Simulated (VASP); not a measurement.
# ScSiP: relaxation of cell and atoms with PBE

The system is ScSiP.

```
Sc Si P
1.0
     0.00000    3.98873    0.00000
     3.98873    0.00000    0.00000
     1.99436    1.99436   -7.29314
Sc Si P
2 2 2
Direct
  0.50000 0.00000 0.00000
  0.00000 0.50000 0.00000
  0.12000 0.12000 0.76000
  0.88000 0.88000 0.24000
  0.32490 0.32490 0.35020
  0.67510 0.67510 0.64980
```

```yaml
Program: VASP 6.6.1
Task: relaxation of cell and atoms
Functional: PBE
Potentials_or_basis: VASP PAW PBE potentials, release 64 (Sc_sv, Si, P)
Cutoff: 600 eV
k_mesh: 7 × 7 × 7
Occupations: fermi-dirac, width 0.1 eV
Spin: no spin polarisation
Dipole_correction: no
Further_INCAR_settings: ALGO = Normal; EDIFF = 1e-06; IBRION = 2; EDIFFG = -0.01; NSW = 100; ISIF = 3
```

- Relaxed volume: 17.69 Å³/atom
- Relaxed cell: a = 4.288 Å, b = 4.288 Å, c = 6.521 Å, α = 70.81°, β = 70.81°, γ = 90.00°
- Space group after relaxing (to 0.1 Å): I4/mmm (No. 139)
- Energy gained by relaxing: 679.8 meV/atom
- Ionic steps: 16
- Pressure after relaxing: 0.0 GPa
- Largest force after relaxing: 0.006 eV/Å
- Band gap on the k mesh: zero (bands 20 and 21 overlap by 1.42 eV)

Forces on the atoms (eV/Å):
```
Sc   0.000  0.000  0.000
Sc   0.000  0.000  0.000
Si   0.000  0.000 -0.006
Si   0.000  0.000  0.006
P    0.000  0.000 -0.005
P    0.000  0.000  0.005
```

Step by step:
```csv
step,energy change (eV),largest force (eV/Å),pressure (GPa),volume (Å³)
1,0.0000,2.6621,-1.59,116.03
2,-1.4802,2.3382,-3.33,112.65
3,-3.9593,0.4983,5.91,100.48
4,-3.9887,0.9512,1.27,102.93
5,-4.0218,0.5448,3.13,101.83
6,-4.0285,0.4872,-2.64,109.15
7,-4.0770,0.0125,-0.10,105.51
8,-4.0770,0.0058,-0.04,105.43
9,-4.0777,0.0546,0.21,105.39
10,-4.0777,0.0527,0.20,105.39
11,-4.0783,0.0400,0.12,105.64
12,-4.0788,0.0287,0.00,105.99
13,-4.0786,0.0127,-0.23,106.68
14,-4.0789,0.0226,-0.08,106.23
15,-4.0789,0.0115,0.04,106.13
16,-4.0790,0.0064,0.01,106.16
```

Final structure:
```cif
data_structure
_symmetry_space_group_name_H-M 'P 1'
_symmetry_Int_Tables_number 1
_cell_length_a 4.2881
_cell_length_b 4.2881
_cell_length_c 6.5213
_cell_angle_alpha 70.806
_cell_angle_beta 70.806
_cell_angle_gamma 90.000
_cell_volume 106.16
loop_
_atom_site_label
_atom_site_type_symbol
_atom_site_fract_x
_atom_site_fract_y
_atom_site_fract_z
_atom_site_occupancy
Sc1 Sc 0.50000 0.00000 0.00000 1
Sc2 Sc 0.00000 0.50000 0.00000 1
Si1 Si 0.15539 0.15539 0.68922 1
Si2 Si 0.84461 0.84461 0.31078 1
P1 P 0.35109 0.35109 0.29782 1
P2 P 0.64891 0.64891 0.70218 1
```

Levels at points of the mesh, in eV from the Fermi level:
```tsv
k point	band 17	band 18	band 19	band 20	band 21	band 22	band 23	band 24
(0.00, 0.00, 0.00)	-2.25	-0.63	-0.45	0.51	1.28	1.32	1.40	1.40
```

Wall time 9.7 min on 1 thread of Intel(R) Xeon(R) 6975P-C (Granite Rapids), on a shared host, peak memory 0.34 GiB.

Caveat: a cell axis changed by over 15 % at a fixed basis, so the end point is rough.
